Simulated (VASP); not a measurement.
# WS2 (P6_3/mmc) in VASP: single point with r2SCAN

Aim: the single point of WS2 with r2SCAN.

Everything below comes from runs of VASP 6.6.1. Logs are shortened: lines on timing, memory, paths and dates and some standing lists are left out, and cuts for length are marked.

**1. The cell of the first run**

The structure is hexagonal, space group P6_3/mmc (No. 194). Conventional cell: a = 3.181 Å, b = 3.181 Å, c = 13.063 Å, α = 90.00°, β = 90.00°, γ = 120.00°. Within 3.2 Å of S (site symmetry 3m) lie 3 W at 2.41 Å and 7 S at 3.12 to 3.18 Å. Within 3.2 Å of W (site symmetry -6m2) lie 6 S at 2.41 Å and 6 W at 3.18 Å.

**2. Single point, r2SCAN**

POSCAR

```
WS2
1.0
    3.1812724465      0.0000000000      0.0000000000
   -1.5906362232      2.7550627550      0.0000000000
    0.0000000000      0.0000000000     13.0634410125
S W
4 2
Direct
    0.3333333333      0.6666666667      0.6306405135
    0.6666666667      0.3333333333      0.1306405135
    0.6666666667      0.3333333333      0.3693594865
    0.3333333333      0.6666666667      0.8693594865
    0.3333333333      0.6666666667      0.2500000000
    0.6666666667      0.3333333333      0.7500000000
```

INCAR.step1

```
PREC = Accurate
ENCUT = 520
ISMEAR = 0
SIGMA = 0.02
LREAL = F
LASPH = T
NELM = 80
NBANDS = 35
GGA = PE
ALGO = Normal
EDIFF = 1E-4
LWAVE = T
LCHARG = F
```

INCAR.step2

```
PREC = Accurate
ENCUT = 520
EDIFF = 1E-6
ISMEAR = 0
SIGMA = 0.02
LREAL = F
LASPH = T
NELM = 80
ALGO = Normal
ISIF = 2
LWAVE = F
LCHARG = F
METAGGA = R2SCAN
LMIXTAU = T
NBANDS = 35
ISTART = 1
```

KPOINTS

```
Automatic mesh
0
Gamma
  12 12 2
```

Potentials or basis: VASP PAW PBE potentials, release 64 (S, W_sv).

The run is started by

```console
> cat potpaw_PBE.64/S/POTCAR potpaw_PBE.64/W_sv/POTCAR > POTCAR
> cp INCAR.step1 INCAR
> mpirun -np 1 vasp_std > vasp.out
> cp INCAR.step2 INCAR
> mpirun -np 1 vasp_std > vasp.out
```

OUTCAR:

```text
PREC = Accurate
   ENCUT = 520
   EDIFF = 1E-6
   ISMEAR = 0
   LREAL = F
   LASPH = T
   NELM = 80
   ISIF = 2
   METAGGA = R2SCAN
   ISTART = 1

 ion  position               nearest neighbor table
   1  0.333  0.667  0.631-   6 2.41   6 2.41   6 2.41
   2  0.667  0.333  0.131-   5 2.41   5 2.41   5 2.41
   3  0.667  0.333  0.369-   5 2.41   5 2.41   5 2.41
   4  0.333  0.667  0.869-   6 2.41   6 2.41   6 2.41
   5  0.333  0.667  0.250-   2 2.41   3 2.41   2 2.41   3 2.41   2 2.41   3 2.41
   6  0.667  0.333  0.750-   1 2.41   4 2.41   1 2.41   4 2.41   1 2.41   4 2.41

  LATTYP: Found a hexagonal cell.
 ALAT       =     3.1812724465
 C/A-ratio  =     4.1063571989

  Lattice vectors:

 A1 = (   3.1812724465,   0.0000000000,   0.0000000000)
 A2 = (  -1.5906362232,   2.7550627550,   0.0000000000)
 A3 = (   0.0000000000,   0.0000000000,  13.0634410125)

Analysis of symmetry for initial positions (statically):
=====================================================================
 Subroutine PRICEL returns:
 Original cell was already a primitive cell.

 Routine SETGRP: Setting up the symmetry group for a
 hexagonal supercell.

 Subroutine GETGRP returns: Found 24 space group operations
 (whereof 12 operations were pure point group operations)
 out of a pool of 24 trial point group operations.

The static configuration has the point symmetry D_3d.
 The point group associated with its full space group is D_6h.

Analysis of symmetry for dynamics (positions and initial velocities):
=====================================================================
 Subroutine PRICEL returns:
 Original cell was already a primitive cell.

 Routine SETGRP: Setting up the symmetry group for a
 hexagonal supercell.

 Subroutine GETGRP returns: Found 24 space group operations
 (whereof 12 operations were pure point group operations)
 out of a pool of 24 trial point group operations.

The dynamic configuration has the point symmetry D_3d.
 The point group associated with its full space group is D_6h.

 Subroutine INISYM returns: Found 24 space group operations
 (whereof 12 operations are pure point group operations),
 and found     1 'primitive' translations

----------------------------------------------------------------------------------------

                                     Primitive cell

  volume of cell :     114.4959

  direct lattice vectors                    reciprocal lattice vectors
     3.181272446  0.000000000  0.000000000     0.314339629  0.181484069  0.000000000
    -1.590636223  2.755062755  0.000000000     0.000000000  0.362968139  0.000000000
     0.000000000  0.000000000 13.063441013     0.000000000  0.000000000  0.076549509

  length of vectors
     3.181272446  3.181272446 13.063441013     0.362968139  0.362968139  0.076549509

  position of ions in fractional coordinates (direct lattice)
     0.333333333  0.666666667  0.630640513
     0.666666667  0.333333333  0.130640513
     0.666666667  0.333333333  0.369359487
     0.333333333  0.666666667  0.869359487
     0.333333333  0.666666667  0.250000000
     0.666666667  0.333333333  0.750000000

  ion indices of the primitive-cell ions
   primitive index   ion index
                 1           1
                 2           2
                 3           3
                 4           4
                 5           5
                 6           6

----------------------------------------------------------------------------------------

 KPOINTS: Automatic mesh

Automatic generation of k-mesh.
 Grid dimensions read from file:
 generate k-points for:   12   12    2

 Generating k-lattice:

  Cartesian coordinates                     Fractional coordinates (reciprocal lattice)
     0.026194969  0.015123672  0.000000000     0.083333333 -0.000000000  0.000000000
     0.000000000  0.030247345  0.000000000     0.000000000  0.083333333  0.000000000
     0.000000000  0.000000000  0.038274755     0.000000000  0.000000000  0.500000000

  Length of vectors
     0.030247345  0.030247345  0.038274755

  Shift w.r.t. Gamma in fractional coordinates (k-lattice)
     0.000000000  0.000000000  0.000000000

 Subroutine IBZKPT returns following result:
 ===========================================

 Found     38 irreducible k-points:

 Following reciprocal coordinates:
            Coordinates               Weight
  0.000000  0.000000  0.000000      1.000000
  0.083333  0.000000  0.000000      6.000000
  0.166667  0.000000  0.000000      6.000000
  0.250000  0.000000  0.000000      6.000000
  0.333333  0.000000  0.000000      6.000000
  0.416667  0.000000  0.000000      6.000000
[... 16 lines left out ...]
  0.250000  0.000000  0.500000      6.000000
  0.333333  0.000000  0.500000      6.000000
 [... further k-points ...]
   k-points           NKPTS =     38   k-points in BZ     NKDIM =     38   number of bands    NBANDS=     35
   number of dos      NEDOS =    301   number of ions     NIONS =      6
   total plane-waves  NPLWV =  56448
   dimension x,y,z NGX =    24 NGY =   24 NGZ =   98
   dimension x,y,z NGXF=    48 NGYF=   48 NGZF=  196
   ions per type =               4   2
   NGX,Y,Z   is equivalent  to a cutoff of  12.54, 12.54, 12.47 a.u.
   NGXF,Y,Z  is equivalent  to a cutoff of  25.08, 25.08, 24.94 a.u.
 SYSTEM =  unknown system
   PREC   = accura    normal or accurate (medium, high low for compatibility)
   ISTART =      1    job   : 0-new  1-cont  2-samecut
   ICHARG =      0    charge: 1-file 2-atom 10-const
   ISPIN  =      1    spin polarized calculation?
   LNONCOLLINEAR =      F non collinear calculations
   LSORBIT =      F    spin-orbit coupling
   LASPH  =      T    aspherical Exc in radial PAW
   ENCUT  =  520.0 eV  38.22 Ry    6.18 a.u.   5.92  5.92 24.29*2*pi/ulx,y,z
   NELM   =     80;   NELMIN=  2; NELMDL=  0     # of ELM steps
   EDIFF  = 0.1E-05   stopping-criterion for ELM
   LREAL  =      F    real-space projection
   EDIFFG = 0.1E-04   stopping-criterion for IOM
   NSW    =      0    number of steps for IOM
   IBRION =     -1    ionic relax: 0-MD 1-quasi-New 2-CG
   NFREE  =      0    steps in history (QN), initial steepest desc. (CG)
   ISIF   =      2    stress and relaxation
   ISYM   =      2    0-nonsym 1-usesym 2-fastsym
   POTIM  = 0.5000    time-step for ionic-motion
   TEBEG  =    0.0;   TEEND  =   0.0 temperature during run
   PSTRESS=    0.0 pullay stress
   NELECT =      52.0000    total number of electrons
   NUPDOWN=      -1.0000    fix difference up-down
   EMIN   =  10.00;   EMAX   =-10.00  energy-range for DOS
   EFERMI =   0.00;   METHOD = LEGACY
   ISMEAR =     0;   SIGMA  =   0.02  broadening in eV -4-tet -1-fermi 0-gaus
   EFERMI_NEDOS =   21; number of points for ismear=-14 and -15
   IALGO  =     38    algorithm
   IMIX   =      4    mixing-type and parameters
     AMIX     =   0.40;   BMIX     =  1.00
     AMIX_MAG =   1.60;   BMIX_MAG =  1.00
  volume/ion in A,a.u.               =      19.08       128.78
  Fermi-wavevector in a.u.,A,eV,Ry     =   1.258382  2.377998 21.545182  1.583526
  Thomas-Fermi vector in A             =   2.391995
   LORBIT       =      0    0 simple, 1 ext, 2 COOP (PROOUT), +10 PAW based schemes
   METAGGA = R2SCAN    functional components
   LHFCALC =     F    Hartree Fock is set to
   AEXX    =    0.0000 exact exchange contribution
   IVDW    =     0    specifies the selected vdW correction
   LEPSILON=     F    determine dielectric tensor
   LRPA    =     F    only Hartree local field effects (RPA)
 non-spin polarized calculation
 Gauss-broadening in eV      SIGMA  =   0.02
  energy-cutoff  :      520.00
  volume of cell :      114.50
 maximum number of plane-waves:      3117
 NGX is ok and might be reduce to    24
   NGX = 11   NGY = 11   NGZ = 49

 number of electron      52.0000000 magnetization

 Free energy of the ion-electron system (eV)
  ---------------------------------------------------
  ext. energy  EPLUGINS =         0.00000000
  ---------------------------------------------------
  free energy    TOTEN  =      -140.16625758 eV

  energy without entropy =     -140.16625758  energy(sigma->0) =     -140.16625758

 E-fermi :   6.4537     XC(G=0): -11.1337

 val. band max:        6.3113581628   @ k =   0.0000   0.0000   0.0000
 cond. band min:       7.6906974691   @ k =   0.1667   0.1667   0.0000
 fundamental gap:      1.3793393063
 Fermi energy:         6.4537248971

 k-point     1 :       0.0000    0.0000    0.0000
  band No.  band energies     occupation
      1     -70.1750      2.00000
      2     -70.1749      2.00000
      3     -33.7633      2.00000
      4     -33.7633      2.00000
      5     -33.6090      2.00000
      6     -33.6090      2.00000
[... 27 lines left out ...]
     34       9.0626      0.00000
     35      11.5442      0.00000

 k-point     2 :       0.0833    0.0000    0.0000
  band No.  band energies     occupation
      1     -70.1737      2.00000
      2     -70.1736      2.00000
      3     -33.7588      2.00000
      4     -33.7588      2.00000
      5     -33.6336      2.00000
      6     -33.6336      2.00000
[... 27 lines left out ...]
     34       9.0984      0.00000
     35      12.0768      0.00000

 k-point     3 :       0.1667    0.0000    0.0000
  band No.  band energies     occupation
      1     -70.1702      2.00000
      2     -70.1701      2.00000
      3     -33.7465      2.00000
      4     -33.7464      2.00000
      5     -33.7001      2.00000
      6     -33.7001      2.00000
[... 27 lines left out ...]
     34       9.6298      0.00000
     35      13.1291      0.00000
[... 723 lines left out ...]
 k-point    23 :       0.2500    0.0000    0.5000
  band No.  band energies     occupation
      1     -70.1654      2.00000
      2     -70.1654      2.00000
      3     -33.7899      2.00000
      4     -33.7899      2.00000
      5     -33.7295      2.00000
      6     -33.7295      2.00000
[... 27 lines left out ...]
     34      10.1315      0.00000
     35      13.5965      0.00000

 k-point    24 :       0.3333    0.0000    0.5000
  band No.  band energies     occupation
      1     -70.1606      2.00000
      2     -70.1606      2.00000
      3     -33.8784      2.00000
      4     -33.8784      2.00000
      5     -33.7126      2.00000
      6     -33.7126      2.00000
[... 27 lines left out ...]
     34      10.5174      0.00000
     35      12.9112      0.00000

 [... further k-points ...]

------------------------ aborting loop because EDIFF is reached ----------------------------------------

  FORCE on cell =-STRESS in cart. coord.  units (eV):
  Direction    XX          YY          ZZ          XY          YZ          ZX
  --------------------------------------------------------------------------------------
  -------------------------------------------------------------------------------------
  Total        0.1849672      0.1849672      0.1366093      0.0000000     -0.0000000     -0.0000000
  in kB        2.5883038      2.5883038      1.9116177      0.0000000     -0.0000000     -0.0000000
  external PRESSURE =       2.3627418 kB  Pullay stress =       0.0000000 kB

 VOLUME and BASIS-vectors are now :
 -----------------------------------------------------------------------------
  energy-cutoff  :      520.00
  volume of cell :      114.50
      direct lattice vectors                 reciprocal lattice vectors
     3.181272446  0.000000000  0.000000000     0.314339629  0.181484069  0.000000000
    -1.590636223  2.755062755  0.000000000     0.000000000  0.362968139  0.000000000
     0.000000000  0.000000000 13.063441013     0.000000000  0.000000000  0.076549509

 POSITION                                       TOTAL-FORCE (eV/Angst)
 -----------------------------------------------------------------------------------
     -0.00000      1.83671      8.23834        -0.000000      0.000000     -0.028585
      1.59064      0.91835      1.70661        -0.000000     -0.000000     -0.028585
      1.59064      0.91835      4.82511         0.000000     -0.000000      0.028585
     -0.00000      1.83671     11.35683        -0.000000      0.000000      0.028585
     -0.00000      1.83671      3.26586         0.000000     -0.000000      0.000000
      1.59064      0.91835      9.79758        -0.000000      0.000000      0.000000
 -----------------------------------------------------------------------------------
    total drift:                               -0.000000      0.000000     -0.000000

  FREE ENERGIE OF THE ION-ELECTRON SYSTEM (eV)
  ---------------------------------------------------
  free  energy   TOTEN  =      -140.1662575782 eV

  energy  without entropy=     -140.1662575782  energy(sigma->0) =     -140.16625758
```

It took 7.3 min on 1 thread of Intel Xeon 8259CL, shared host; peak memory 0.31 GiB.

Results:

- Free energy: -140.1663 eV
- Pressure: 0.2 GPa
- Largest force: 0.029 eV/Å
- Band gap on the k mesh: 1.38 eV (least direct gap 1.88 eV)

Forces on the atoms (eV/Å):
```
S    0.000  0.000 -0.029
S    0.000  0.000 -0.029
S    0.000  0.000  0.029
S    0.000  0.000  0.029
W    0.000  0.000  0.000
W    0.000  0.000  0.000
```

Levels at points of the mesh, in eV from the valence-band top:
| k point | band 22 | band 23 | band 24 | band 25 | band 26 | band 27 | band 28 | band 29 | band 30 | band 31 |
| --- | --- | --- | --- | --- | --- | --- | --- | --- | --- | --- |
| (0.00, 0.00, 0.00) | -2.29 | -2.29 | -1.89 | -0.91 | 0.00 | 2.55 | 2.55 | 2.56 | 2.56 | 2.67 |
| (0.50, 0.00, 0.00) | -2.76 | -2.00 | -1.91 | -1.56 | -1.47 | 2.47 | 2.50 | 2.86 | 3.02 | 3.62 |
| (0.00, 0.00, 0.50) | -2.30 | -2.30 | -2.30 | -0.31 | -0.31 | 2.55 | 2.55 | 2.55 | 2.55 | 2.71 |
| (0.50, 0.00, 0.50) | -2.81 | -1.95 | -1.95 | -1.51 | -1.51 | 2.48 | 2.48 | 2.95 | 2.95 | 3.86 |

Caveat: the PAW data sets were made with another functional, which shifts forces and pressure a little; spin-orbit coupling is left out, which moves the levels of the heavy elements. A k mesh can miss the band edges.
